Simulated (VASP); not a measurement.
Write the native input for VASP 6.6.1 that does the following.

- Task: single point
- Functional: PBEsol
- Potentials or basis: VASP PAW PBE potentials, release 64 (Pt)
- Cutoff: 520 eV
- k mesh: 56 × 56 × 56
- Occupations: gaussian, width 0.1 eV
- Spin: no spin polarisation
- Dipole correction: no
- Further INCAR settings: ALGO = Fast; EDIFF = 1e-06; NBANDS = 11

The structure of Pt lies in POSCAR:

```
Pt
1.0
    0.0000000000      1.9590237199      1.9590237199
    1.9590237199      0.0000000000      1.9590237199
    1.9590237199      1.9590237199      0.0000000000
Pt
1
Direct
    0.0000000000      0.0000000000      0.0000000000
```

One way to write it, as run:

INCAR

```
SYSTEM = Pt
PREC = Accurate
ENCUT = 520
EDIFF = 1E-6
ISMEAR = 0
SIGMA = 0.1
LREAL = .FALSE.
LASPH = .TRUE.
NELM = 80
ALGO = Fast
ISIF = 2
LWAVE = .FALSE.
LCHARG = .FALSE.
GGA = PS
NBANDS = 11
```

KPOINTS

```
regular mesh
0
G
  56 56 56
  0 0 0
```

Potentials or basis: VASP PAW PBE potentials, release 64 (Pt).

Launch:

```console
$ cat potpaw_PBE.64/Pt/POTCAR > POTCAR
$ mpirun -np 1 vasp_std > vasp.out
```

It gave:

| Item | Value |
| --- | --- |
| Pressure | -0.4 GPa |
| Band gap on the k mesh | zero (bands 5 and 6 overlap by 2.25 eV) |

Caveat: the PAW data sets were made with another functional, which shifts forces and pressure a little; spin-orbit coupling is left out, which moves the levels of the heavy elements.

Run time: 9 min on 1 thread of Intel(R) Xeon(R) Platinum 8488C (Sapphire Rapids) (shared host), peak memory 0.78 GiB.
